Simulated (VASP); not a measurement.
Here is a VASP 6.6.1 calculation.

INCAR

```
PREC = Accurate
ENCUT = 520
EDIFF = 1E-7
ISMEAR = -1
SIGMA = 0.1
LREAL = False
LASPH = True
NELM = 60
ALGO = Normal
ISIF = 2
LWAVE = False
LCHARG = True
GGA = PS
LELF = True
LVHAR = True
NBANDS = 11
```

The input KPOINTS:

```
regular mesh
0
Gamma
  9 9 9
```

The input POSCAR:

```
Ba
1.0
   -2.4387049897      2.4387049897      2.4387049897
    2.4387049897     -2.4387049897      2.4387049897
    2.4387049897      2.4387049897     -2.4387049897
Ba
1
Direct
    0.0000000000      0.0000000000      0.0000000000
```

Potentials or basis: VASP PAW PBE potentials, release 64 (Ba_sv).

The run is started by

```bash
$ cat potpaw_PBE.64/Ba_sv/POTCAR > POTCAR
$ mpirun -np 1 vasp_std > vasp.out
```

**Question.** Estimate the pressure.

**Answer.** 0.1 GPa.

**Question.** What does it give for the band gap on the k mesh?

**Answer.** Zero (bands 5 and 6 overlap by 1.10 eV).

Caveat: the PAW data sets were made with another functional, which shifts forces and pressure a little; spin-orbit coupling is left out, which moves the levels of the heavy elements.
